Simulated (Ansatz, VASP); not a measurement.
Al5GaN6 in VASP and in Ansatz

```
Al Ga N
1.0
     2.90152    0.00000    0.00000
    -1.45076    2.51279    0.00000
     0.00000    0.00000   14.22834
Al Ga N
5 1 6
Direct
  0.00000 0.00000 0.50000
  0.33333 0.66667 0.33501
  0.66667 0.33333 0.17000
  0.33333 0.66667 0.83000
  0.66667 0.33333 0.66499
  0.00000 0.00000 0.00000
  0.33333 0.66667 0.58249
  0.66667 0.33333 0.41751
  0.00000 0.00000 0.25256
  0.33333 0.66667 0.08894
  0.66667 0.33333 0.91106
  0.00000 0.00000 0.74744
```

Alike in both runs: functional PBE; k mesh 12 × 12 × 2; occupations gaussian, width 0.02 eV; no spin polarisation.

Ansatz relaxed the structure, and its values are those at the end. VASP's run is a single point on that final structure, the one shown.

|  | VASP | Ansatz |
| --- | --- | --- |
| version | VASP 6.6.1 | Ansatz 0.2.0 |
| potentials or method | VASP PAW PBE potentials, release 64 (Al, Ga_d, N), cutoff 520 eV | scalar-relativistic, plane waves, PAW |
| valence electrons in the cell | 58 | 58 |

|  | VASP | Ansatz | Ansatz less VASP |
| --- | --- | --- | --- |
| gap on the k mesh at the Fermi level (eV) | 3.11 | 3.13 | +0.014 |
| least direct gap on the mesh (eV) | 3.89 | 3.90 | +0.018 |
| pressure (GPa) | 0.0 | 0.0 | +0.03 |
| rms of the force components (eV/Å) | 0.011 | 0.000 | -0.0109 |
